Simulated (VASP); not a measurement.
A run of VASP 6.6.1 is set up as follows.

POSCAR

```
MgO
1.0
    0.0000000000      2.1021086852      2.1651719458
    2.1021086852      0.0000000000      2.1651719458
    2.1021086852      2.1021086852      0.0000000000
Mg O
1 1
Direct
    0.0000000000      0.0000000000      0.0000000000
    0.5000000000      0.5000000000      0.5000000000
```

The input INCAR.step1:

```
  ALGO = Normal
  EDIFF = 1E-4
  ENCUT = 520
  GGA = PE
  ISMEAR = 0
  LASPH = True
  LCHARG = False
  LREAL = False
  LWAVE = True
  NBANDS = 11
  NELM = 60
  PREC = Accurate
  SIGMA = 0.05
```

Contents of INCAR.step2:

```
  ALGO = Normal
  EDIFF = 1E-7
  ENCUT = 520
  ISIF = 2
  ISMEAR = 0
  ISTART = 1
  LASPH = True
  LCHARG = True
  LELF = True
  LMIXTAU = True
  LREAL = False
  LVHAR = True
  LWAVE = False
  METAGGA = R2SCAN
  NBANDS = 11
  NELM = 60
  PREC = Accurate
  SIGMA = 0.05
```

KPOINTS

```
k-points
0
Gamma
  10 10 10
```

Potentials or basis: VASP PAW PBE potentials, release 64 (Mg, O).

The run is started by

```console
$ cat potpaw_PBE.64/Mg/POTCAR potpaw_PBE.64/O/POTCAR > POTCAR
$ cp INCAR.step1 INCAR
$ mpirun -np 1 vasp_std > vasp.out
$ cp INCAR.step2 INCAR
$ mpirun -np 1 vasp_std > vasp.out
```

**Question.** Predict the pressure.

**Answer.** -5.5 GPa.

**Question.** What does it give for the band gap on the k mesh?

**Answer.** 5.32 eV, direct.

Stress tensor (GPa, compression positive):
```
-3.79  0.00  0.00
 0.00 -3.79  0.00
 0.00  0.00 -8.83
```

Caveat: the cell differs from its parent crystal (strain +0.0300 x Voigt [0, 0, 1, 0, 0, 0]); the PAW data sets were made with another functional, which shifts forces and pressure a little.
